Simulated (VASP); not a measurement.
# Si (Ibca) in VASP: further runs

Si is run at these levels: PBE; tasks: single point.

All numbers are computed with VASP 6.6.1; they aren't measurements. Logs are shortened: lines on timing, memory, paths and dates and some standing lists are left out, and cuts for length are marked.

## Step 1: The cell of the first run

The structure is orthorhombic, space group Ibca (No. 73). The conventional cell has a = 6.305 Å, b = 6.305 Å, c = 6.833 Å, α = 90.00°, β = 90.00°, γ = 90.00°. Si (site symmetry 1) has 4 Si at 2.27 to 2.40 Å within 3.0 Å.

## Step 2: Single point, PBE (16.98 Å³/atom)

INCAR

```
  ALGO = Fast
  EDIFF = 1E-6
  ENCUT = 520
  GGA = PE
  ISIF = 2
  ISMEAR = 0
  LASPH = T
  LCHARG = F
  LREAL = F
  LWAVE = F
  NBANDS = 26
  NELM = 60
  PREC = Accurate
  SIGMA = 0.15
```

KPOINTS

```
k-points
0
Gamma
  10 10 10
```

POSCAR

```
Si
1.0
   -3.1526639220      3.1526639220      3.4165418923
    3.1526639220     -3.1526639220      3.4165418923
    3.1526639220      3.1526639220     -3.4165418923
Si
8
Direct
    0.2028545115      0.2028545115      0.2028545115
    0.5000000000      0.0000000000      0.2971454885
    0.2971454885      0.5000000000      0.0000000000
    0.0000000000      0.2971454885      0.5000000000
    0.7971454885      0.7971454885      0.7971454885
    0.5000000000      0.0000000000      0.7028545115
    0.7028545115      0.5000000000      0.0000000000
    0.0000000000      0.7028545115      0.5000000000
```

Potentials or basis: VASP PAW PBE potentials, release 64 (Si).

Launch:

```console
> cat potpaw_PBE.64/Si/POTCAR > POTCAR
> mpirun -np 1 vasp_std > vasp.out
```

OUTCAR:

```text
EDIFF = 1E-6
   ENCUT = 520
   GGA = PE
   ISIF = 2
   ISMEAR = 0
   LASPH = T
   LREAL = F
   NELM = 60
   PREC = Accurate

 ion  position               nearest neighbor table
   1  0.203  0.203  0.203-   2 2.27   5 2.28   4 2.33   3 2.40
   2  0.500  0.000  0.297-   1 2.27   6 2.28   3 2.33   4 2.40
   3  0.297  0.500  0.000-   4 2.27   7 2.28   2 2.33   1 2.40
   4  0.000  0.297  0.500-   3 2.27   8 2.28   1 2.33   2 2.40
   5  0.797  0.797  0.797-   6 2.27   1 2.28   8 2.33   7 2.40
   6  0.500  0.000  0.703-   5 2.27   2 2.28   7 2.33   8 2.40
   7  0.703  0.500  0.000-   8 2.27   3 2.28   6 2.33   5 2.40
   8  0.000  0.703  0.500-   7 2.27   4 2.28   5 2.33   6 2.40

  LATTYP: Found a body centered tetragonal cell.
 ALAT       =     6.3053278440
 C/A-ratio  =     1.0837000000

  Lattice vectors:

 A1 = (  -3.1526639220,   3.1526639220,   3.4165418923)
 A2 = (   3.1526639220,  -3.1526639220,   3.4165418923)
 A3 = (   3.1526639220,   3.1526639220,  -3.4165418923)

Analysis of symmetry for initial positions (statically):
=====================================================================
 Subroutine PRICEL returns:
 Original cell was already a primitive cell.

 Routine SETGRP: Setting up the symmetry group for a
 body centered tetragonal supercell.

 Subroutine GETGRP returns: Found  8 space group operations
 (whereof  2 operations were pure point group operations)
 out of a pool of 16 trial point group operations.

The static configuration has the point symmetry S_2 .
 The point group associated with its full space group is D_2h.

Analysis of symmetry for dynamics (positions and initial velocities):
=====================================================================
 Subroutine PRICEL returns:
 Original cell was already a primitive cell.

 Routine SETGRP: Setting up the symmetry group for a
 body centered tetragonal supercell.

 Subroutine GETGRP returns: Found  8 space group operations
 (whereof  2 operations were pure point group operations)
 out of a pool of 16 trial point group operations.

The dynamic configuration has the point symmetry S_2 .
 The point group associated with its full space group is D_2h.

 Subroutine INISYM returns: Found  8 space group operations
 (whereof  2 operations are pure point group operations),
 and found     1 'primitive' translations

----------------------------------------------------------------------------------------

                                     Primitive cell

  volume of cell :     135.8320

  direct lattice vectors                    reciprocal lattice vectors
    -3.152663922  3.152663922  3.416541892     0.000000000  0.158596036  0.146346808
     3.152663922 -3.152663922  3.416541892     0.158596036  0.000000000  0.146346808
     3.152663922  3.152663922 -3.416541892     0.158596036  0.158596036  0.000000000

  length of vectors
     5.617057781  5.617057781  5.617057781     0.215801044  0.215801044  0.224288665

  position of ions in fractional coordinates (direct lattice)
     0.202854512  0.202854512  0.202854512
     0.500000000  0.000000000  0.297145488
     0.297145488  0.500000000  0.000000000
     0.000000000  0.297145488  0.500000000
     0.797145488  0.797145488  0.797145488
     0.500000000  0.000000000  0.702854512
     0.702854512  0.500000000  0.000000000
     0.000000000  0.702854512  0.500000000

  ion indices of the primitive-cell ions
   primitive index   ion index
                 1           1
                 2           2
                 3           3
                 4           4
                 5           5
                 6           6
                 7           7
                 8           8

----------------------------------------------------------------------------------------

 KPOINTS: k-points

Automatic generation of k-mesh.
 Grid dimensions read from file:
 generate k-points for:   10   10   10

 Generating k-lattice:

  Cartesian coordinates                     Fractional coordinates (reciprocal lattice)
     0.000000000  0.015859604  0.014634681     0.100000000 -0.000000000  0.000000000
     0.015859604  0.000000000  0.014634681    -0.000000000  0.100000000  0.000000000
     0.015859604  0.015859604  0.000000000     0.000000000  0.000000000  0.100000000

  Length of vectors
     0.021580104  0.021580104  0.022428866

  Shift w.r.t. Gamma in fractional coordinates (k-lattice)
     0.000000000  0.000000000  0.000000000

 Subroutine IBZKPT returns following result:
 ===========================================

 Found    171 irreducible k-points:

 Following reciprocal coordinates:
            Coordinates               Weight
  0.000000  0.000000  0.000000      1.000000
  0.100000 -0.000000  0.000000      4.000000
 -0.000000  0.100000  0.000000      4.000000
  0.200000 -0.000000  0.000000      4.000000
 -0.000000  0.200000  0.000000      4.000000
  0.300000  0.000000  0.000000      4.000000
[... 16 lines left out ...]
[... 35 lines left out ...]
   EFERMI =   0.00;   METHOD = LEGACY
   ISMEAR =     0;   SIGMA  =   0.15  broadening in eV -4-tet -1-fermi 0-gaus
   EFERMI_NEDOS =   21; number of points for ismear=-14 and -15
   IALGO  =     68    algorithm
   IMIX   =      4    mixing-type and parameters
     AMIX     =   0.40;   BMIX     =  1.00
     AMIX_MAG =   1.60;   BMIX_MAG =  1.00
  volume/ion in A,a.u.               =      16.98       114.58
  Fermi-wavevector in a.u.,A,eV,Ry     =   1.011092  1.910687 13.909339  1.022308
  Thomas-Fermi vector in A             =   2.144121
   LORBIT       =      0    0 simple, 1 ext, 2 COOP (PROOUT), +10 PAW based schemes
   GGA     = PE    functional components
   LHFCALC =     F    Hartree Fock is set to
   AEXX    =    0.0000 exact exchange contribution
   IVDW    =     0    specifies the selected vdW correction
   LEPSILON=     F    determine dielectric tensor
   LRPA    =     F    only Hartree local field effects (RPA)
 non-spin polarized calculation
 RMM-DIIS sequential band-by-band and
 Gauss-broadening in eV      SIGMA  =   0.15
  energy-cutoff  :      520.00
  volume of cell :      135.83
 maximum number of plane-waves:      3697
 NGX is ok and might be reduce to    42
   NGX = 21   NGY = 21   NGZ = 21

 number of electron      32.0000002 magnetization

 Free energy of the ion-electron system (eV)
  ---------------------------------------------------
  ext. energy  EPLUGINS =         0.00000000
  ---------------------------------------------------
  free energy    TOTEN  =       -41.50521729 eV

  energy without entropy =      -41.49347197  energy(sigma->0) =      -41.49934463

 E-fermi :   7.8807     XC(G=0): -10.2606

 val. band max:        7.8520783678   @ k =   0.4000  -0.0000   0.0000
 cond. band min:       7.8848180159   @ k =  -0.4000   0.5000   0.4000
 fundamental gap:      0.0327396481
 Fermi energy:         7.8807315751

 k-point     1 :       0.0000    0.0000    0.0000
  band No.  band energies     occupation
      1      -5.3305      2.00000
      2      -0.5627      2.00000
      3      -0.5557      2.00000
      4      -0.3944      2.00000
      5       0.1905      2.00000
      6       1.0764      2.00000
[... 18 lines left out ...]
     25      13.4061      0.00000
     26      13.9536      0.00000

 k-point     2 :       0.1000   -0.0000    0.0000
  band No.  band energies     occupation
      1      -5.2672      2.00000
      2      -0.9547      2.00000
      3      -0.7049      2.00000
      4      -0.1559      2.00000
      5      -0.0570      2.00000
      6       1.0096      2.00000
[... 18 lines left out ...]
     25      13.6045      0.00000
     26      14.1129      0.00000

 k-point     3 :      -0.0000    0.1000    0.0000
  band No.  band energies     occupation
      1      -5.2673      2.00000
      2      -0.9462      2.00000
      3      -0.5408      2.00000
      4      -0.5140      2.00000
      5       0.1217      2.00000
      6       1.2110      2.00000
[... 572 lines left out ...]
 k-point    23 :      -0.3000    0.1000   -0.0000
  band No.  band energies     occupation
      1      -4.8720      2.00000
      2      -2.0362      2.00000
      3      -1.1365      2.00000
      4      -1.0227      2.00000
      5       0.3395      2.00000
      6       0.9575      2.00000
[... 18 lines left out ...]
     25      12.8523      0.00000
     26      13.2905      0.00000

 k-point    24 :       0.0000   -0.2000   -0.1000
  band No.  band energies     occupation
      1      -4.8725      2.00000
      2      -2.0235      2.00000
      3      -1.1897      2.00000
      4      -0.9339      2.00000
      5       0.1716      2.00000
      6       0.8895      2.00000
[... 18 lines left out ...]
     25      13.0959      0.00000
     26      13.1305      0.00000

 [... further k-points ...]
[... 5 lines left out ...]
  --------------------------------------------------------------------------------------
  -------------------------------------------------------------------------------------
  Total       11.8156959     12.2177506      0.4067904     -0.0000000      0.0000000      0.0000000
  in kB      139.3695164    144.1118662      4.7982089     -0.0000000      0.0000000      0.0000000
  external PRESSURE =      96.0931972 kB  Pullay stress =       0.0000000 kB

 VOLUME and BASIS-vectors are now :
 -----------------------------------------------------------------------------
  energy-cutoff  :      520.00
  volume of cell :      135.83
      direct lattice vectors                 reciprocal lattice vectors
    -3.152663922  3.152663922  3.416541892     0.000000000  0.158596036  0.146346808
     3.152663922 -3.152663922  3.416541892     0.158596036  0.000000000  0.146346808
     3.152663922  3.152663922 -3.416541892     0.158596036  0.158596036  0.000000000

 POSITION                                       TOTAL-FORCE (eV/Angst)
 -----------------------------------------------------------------------------------
      0.63953      0.63953      0.69306         0.489739     -0.297733      0.562905
     -0.63953      2.51313      0.69306        -0.489739      0.297733      0.562905
      0.63953     -0.63953      2.72348         0.489739      0.297733     -0.562905
      2.51313      0.63953     -0.69306        -0.489739     -0.297733     -0.562905
      2.51313      2.51313      2.72348        -0.489739      0.297733     -0.562905
      0.63953      3.79220     -0.69306         0.489739     -0.297733     -0.562905
     -0.63953      0.63953      4.10960        -0.489739     -0.297733      0.562905
      3.79220     -0.63953      0.69306         0.489739      0.297733      0.562905
 -----------------------------------------------------------------------------------
    total drift:                                0.000000     -0.000000      0.000000

  FREE ENERGIE OF THE ION-ELECTRON SYSTEM (eV)
  ---------------------------------------------------
  free  energy   TOTEN  =       -41.5052172930 eV

  energy  without entropy=      -41.4934719699  energy(sigma->0) =      -41.49934463
```

Run time: 10 min. Hardware: 1 thread of Oxide Virtual Turin-like, shared host; peak memory 0.5 GiB.

What came out:

```
Free energy            : -41.5052 eV
Pressure               : 9.6 GPa
Largest force          : 0.803 eV/Å
Band gap on the k mesh : zero (bands 16 and 17 overlap by 0.41 eV)
```

Forces on the atoms (eV/Å):
```
Si   0.490 -0.298  0.563
Si  -0.490  0.298  0.563
Si   0.490  0.298 -0.563
Si  -0.490 -0.298 -0.563
Si  -0.490  0.298 -0.563
Si   0.490 -0.298 -0.563
Si  -0.490 -0.298  0.563
Si   0.490  0.298  0.563
```

Stress tensor (GPa, compression positive):
```
13.94  0.00  0.00
 0.00 14.41  0.00
 0.00  0.00  0.48
```

Caveat: the stress differs along the axes, from 0 to 14 GPa; semilocal functionals underestimate gaps, and a narrow one can read as zero.

## Step 3: Single point, PBE (16.98 Å³/atom)

INCAR

```
  PREC = Accurate
  ENCUT = 520
  EDIFF = 1E-6
  ISMEAR = 0
  SIGMA = 0.15
  LREAL = F
  LASPH = T
  NELM = 100
  ALGO = Fast
  ISIF = 2
  LWAVE = F
  LCHARG = F
  GGA = PE
  NBANDS = 26
```

KPOINTS

```
Automatic mesh
0
Gamma
  10 10 10
```

Changes to POSCAR since step 2:

```diff
@@ -2,5 +2,5 @@
 1.0
-   -3.1526639220      3.1526639220      3.4165418923
-    3.1526639220     -3.1526639220      3.4165418923
-    3.1526639220      3.1526639220     -3.4165418923
+   -3.3261730422      3.3261730422      3.0693924833
+    3.3261730422     -3.3261730422      3.0693924833
+    3.3261730422      3.3261730422     -3.0693924833
 Si
```

Potentials or basis: VASP PAW PBE potentials, release 64 (Si).

Launch:

```console
> cat potpaw_PBE.64/Si/POTCAR > POTCAR
> mpirun -np 1 vasp_std > vasp.out
```

It took 13 min on 1 thread of Oxide Virtual Turin-like, shared host; peak memory 0.5 GiB.

Results (log left out):

```yaml
Free_energy: -41.5218 eV
Pressure: 9.6 GPa
Largest_force: 0.826 eV/Å
Band_gap_on_the_k_mesh: zero (bands 16 and 17 overlap by 0.34 eV)
```

Forces on the atoms (eV/Å):
```
Si   0.104  0.807 -0.142
Si  -0.104 -0.807 -0.142
Si   0.104 -0.807  0.142
Si  -0.104  0.807  0.142
Si  -0.104 -0.807  0.142
Si   0.104  0.807  0.142
Si  -0.104  0.807 -0.142
Si   0.104 -0.807 -0.142
```

Stress tensor (GPa, compression positive):
```
 5.16  0.00  0.00
 0.00  5.69  0.00
 0.00  0.00 17.95
```

Levels at points of the mesh, in eV from the Fermi level:
| k point | band 12 | band 13 | band 14 | band 15 | band 16 | band 17 | band 18 | band 19 | band 20 | band 21 |
| --- | --- | --- | --- | --- | --- | --- | --- | --- | --- | --- |
| (0.00, 0.00, 0.00) | -4.28 | -4.20 | -1.80 | -1.74 | -0.19 | 1.12 | 1.21 | 3.00 | 3.63 | 3.72 |
| (0.50, 0.00, 0.00) | -2.76 | -2.10 | -2.10 | -1.66 | -1.66 | 0.78 | 0.78 | 1.90 | 1.90 | 2.14 |
| (0.50, 0.00, 0.50) | -2.92 | -1.97 | -1.97 | -1.22 | -1.22 | 0.09 | 0.09 | 2.12 | 2.12 | 2.28 |
| (0.50, 0.50, 0.00) | -2.69 | -2.29 | -2.29 | -1.17 | -1.17 | 0.34 | 0.34 | 1.96 | 1.96 | 2.73 |
| (0.50, 0.50, 0.50) | -2.70 | -2.64 | -0.49 | -0.10 | 0.15 | 0.62 | 2.37 | 2.66 | 2.82 | 2.95 |

Caveat: the stress differs along the axes, from 5 to 18 GPa; semilocal functionals underestimate gaps, and a narrow one can read as zero.

## Step 4: Single point, PBE (17.47 Å³/atom)

This run uses another cell than the first one, of 17.47 Å³/atom.

INCAR

```
PREC     = Accurate       # precision mode
ENCUT    = 520            # plane-wave cutoff, eV
EDIFF    = 1E-6           # SCF threshold, eV
ISMEAR   = 0              # smearing method
SIGMA    = 0.15           # smearing width, eV
LREAL    = False          # projectors in reciprocal space
LASPH    = True           # aspherical terms in the spheres
NELM     = 100            # most SCF steps
ALGO     = Fast           # electronic algorithm
ISIF     = 2              # what is computed and relaxed
LWAVE    = False          # write WAVECAR
LCHARG   = False          # write CHGCAR
GGA      = PE             # functional
NBANDS   = 26             # bands
```

KPOINTS

```
regular mesh
0
Gamma
  10 10 10
```

Changes to POSCAR since step 3:

```diff
@@ -2,5 +2,5 @@
 1.0
-   -3.3261730422      3.3261730422      3.0693924833
-    3.3261730422     -3.3261730422      3.0693924833
-    3.3261730422      3.3261730422     -3.0693924833
+   -3.3133582252      3.3133582252      3.1828119111
+    3.3133582252     -3.3133582252      3.1828119111
+    3.3133582252      3.3133582252     -3.1828119111
 Si
```

Launch:

```console
> cat potpaw_PBE.64/Si/POTCAR > POTCAR
> mpirun -np 1 vasp_std > vasp.out
```

Run time: 12 min. Hardware: 1 thread of Oxide Virtual Turin-like, shared host; peak memory 0.5 GiB.

The run converged. Its results:

| Property | Result |
| --- | --- |
| Free energy | -41.9286 eV |
| Pressure | 5.8 GPa |
| Largest force | 0.407 eV/Å |
| Band gap on the k mesh | zero (bands 16 and 17 overlap by 0.17 eV) |

Forces in eV/Å, atoms in the order of the input:
```
Si   0.082  0.399 -0.006
Si  -0.082 -0.399 -0.006
Si   0.082 -0.399  0.006
Si  -0.082  0.399  0.006
Si  -0.082 -0.399  0.006
Si   0.082  0.399  0.006
Si  -0.082  0.399 -0.006
Si   0.082 -0.399 -0.006
```

Stress tensor (GPa, compression positive):
```
 3.68  0.00  0.00
 0.00  3.78  0.00
 0.00  0.00 10.07
```

Levels at points of the mesh, in eV from the Fermi level:
```
           k point  band 12  band 13  band 14  band 15  band 16  band 17  band 18  band 19  band 20  band 21
(0.00, 0.00, 0.00)    -4.22    -4.18    -1.62    -1.52    -0.64     1.41     1.46     2.32     3.68     3.73
(0.50, 0.00, 0.00)    -2.68    -2.20    -2.20    -1.51    -1.51     0.59     0.59     2.00     2.00     2.13
(0.50, 0.00, 0.50)    -2.80    -2.10    -2.10    -1.28    -1.28     0.24     0.24     2.11     2.11     2.21
(0.50, 0.50, 0.00)    -2.69    -2.24    -2.24    -1.25    -1.25     0.36     0.36     2.07     2.07     2.42
(0.50, 0.50, 0.50)    -2.67    -2.64    -0.53     0.03     0.18     0.40     2.65     2.80     2.89     3.00
```

Caveat: the stress differs along the axes, from 4 to 10 GPa; semilocal functionals underestimate gaps, and a narrow one can read as zero.

## Step 5: Single point, PBE (17.47 Å³/atom)

This run uses another cell than the first one, of 17.47 Å³/atom.

INCAR

```
SYSTEM = Si
PREC = Accurate ; ENCUT = 520
EDIFF = 1E-7 ; ISMEAR = 0
SIGMA = 0.15 ; LREAL = .False.
LASPH = .True. ; NELM = 80
ALGO = Fast ; ISIF = 2
LWAVE = .False. ; LCHARG = .True.
GGA = PE ; LELF = .True.
LVHAR = .True. ; NBANDS = 26
```

KPOINTS

```
Automatic mesh
0
Gamma
  10 10 10
  0 0 0
```

Changes to POSCAR since step 4:

```diff
@@ -2,5 +2,5 @@
 1.0
-   -3.3133582252      3.3133582252      3.1828119111
-    3.3133582252     -3.3133582252      3.1828119111
-    3.3133582252      3.3133582252     -3.1828119111
+   -3.1404162890      3.1404162890      3.5430176572
+    3.1404162890     -3.1404162890      3.5430176572
+    3.1404162890      3.1404162890     -3.5430176572
 Si
```

Launch:

```console
> cat potpaw_PBE.64/Si/POTCAR > POTCAR
> mpirun -np 1 vasp_std > vasp.out
```

It took 14 min on 1 thread of Oxide Virtual Turin-like, shared host; peak memory 0.5 GiB.

The run converged. Its results:

```yaml
Free_energy: -41.3177 eV
Pressure: 6.2 GPa
Largest_force: 0.940 eV/Å
Band_gap_on_the_k_mesh: zero (bands 16 and 17 overlap by 0.57 eV)
```

Forces in eV/Å, atoms in the order of the input:
```
Si   0.516 -0.565  0.546
Si  -0.516  0.565  0.546
Si   0.516  0.565 -0.546
Si  -0.516 -0.565 -0.546
Si  -0.516  0.565 -0.546
Si   0.516 -0.565 -0.546
Si  -0.516 -0.565  0.546
Si   0.516  0.565  0.546
```

Stress tensor (GPa, compression positive):
```
12.01  0.00  0.00
 0.00 13.18  0.00
 0.00  0.00 -6.46
```

Levels at points of the mesh, in eV from the Fermi level:
```
           k point  band 14  band 15  band 16  band 17  band 18  band 19
(0.00, 0.00, 0.00)    -2.51    -1.05    -0.05     0.15     2.48     2.75
(0.50, 0.00, 0.00)    -1.89    -0.74    -0.74    -0.13    -0.13     2.24
(0.00, 0.50, 0.00)    -1.98    -1.49    -1.49     0.94     0.94     1.99
(0.50, 0.50, 0.00)    -2.05    -1.72    -1.72     0.52     0.52     1.48
(0.50, 0.50, 0.50)    -0.47    -0.37     0.05     0.91     1.83     2.13
```

Caveat: the stress differs along the axes, from -6 to 13 GPa; semilocal functionals underestimate gaps, and a narrow one can read as zero.

## Step 6: The runs side by side

| cell | further INCAR settings | gap on the mesh (eV) | pressure (GPa) | largest force (eV/Å) |
| --- | --- | --- | --- | --- |
| a = 5.617 Å, angles 111.7, 111.7, 105.1°, 8 atoms | ALGO = Fast; EDIFF = 1e-06; NBANDS = 26 | none | 9.6 | 0.80 |
| a = 5.617 Å, angles 107.4, 107.4, 113.7°, 8 atoms | ALGO = Fast; EDIFF = 1e-06; NBANDS = 26 | none | 9.6 | 0.83 |
| a = 5.665 Å, angles 108.4, 108.4, 111.6°, 8 atoms | ALGO = Fast; EDIFF = 1e-06; NBANDS = 26 | none | 5.8 | 0.41 |
| a = 5.681 Å, angles 112.9, 112.9, 102.8°, 8 atoms | ALGO = Fast; EDIFF = 1e-07; NBANDS = 26 | none | 6.2 | 0.94 |

Alike in all rows: task single point; level PBE; potentials or basis VASP PAW PBE potentials, release 64 (Si); no spin polarisation; k mesh 10 × 10 × 10; cutoff (eV) 520; smearing gaussian 0.15 eV.

Caveats: semilocal functionals underestimate gaps, and a narrow one can read as zero; the stress differs along the axes, from 0 to 14 GPa (at least some runs); the stress differs along the axes, from 5 to 18 GPa (at least some runs); the stress differs along the axes, from 4 to 10 GPa (at least some runs); the stress differs along the axes, from -6 to 13 GPa (at least some runs).

Absolute energies hang on the potentials; compare differences alone.

The gap in the log of VASP goes by the Fermi energy; the results here count the filled bands.